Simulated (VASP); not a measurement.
A run of VASP 6.6.1 is set up as follows.

Contents of INCAR:

```
ALGO = Fast
EDIFF = 1E-6
ENCUT = 520
GGA = PE
ISIF = 2
ISMEAR = 0
IVDW = 12
LASPH = True
LCHARG = False
LREAL = False
LWAVE = False
NBANDS = 8
NELM = 60
PREC = Accurate
SIGMA = 0.15
```

Contents of KPOINTS:

```
k-points
0
Gamma
  20 20 20
```

The input POSCAR:

```
Al
1.0
    0.0000000000      1.9632606000      2.0543397000
    1.9632606000      0.0000000000      2.0543397000
    1.9632606000      1.9632606000      0.0000000000
Al
1
Direct
    0.0000000000      0.0000000000      0.0000000000
```

Potentials or basis: VASP PAW PBE potentials, release 64 (Al).

Run with:

```console
$ cat potpaw_PBE.64/Al/POTCAR > POTCAR
$ mpirun -np 1 vasp_std > vasp.out
```

Task: Estimate the dispersion energy per atom.

Result: -0.351 eV.

Task: Estimate the pressure.

Result: -0.2 GPa.

Stress tensor (GPa, compression positive):
```
 0.82  0.00  0.00
 0.00  0.82  0.00
 0.00  0.00 -2.15
```

Caveat: the cell differs from its parent crystal (strain -0.030 along x and y, +0.015 along z); pairwise dispersion overbinds metals, which lowers pressure and volume.
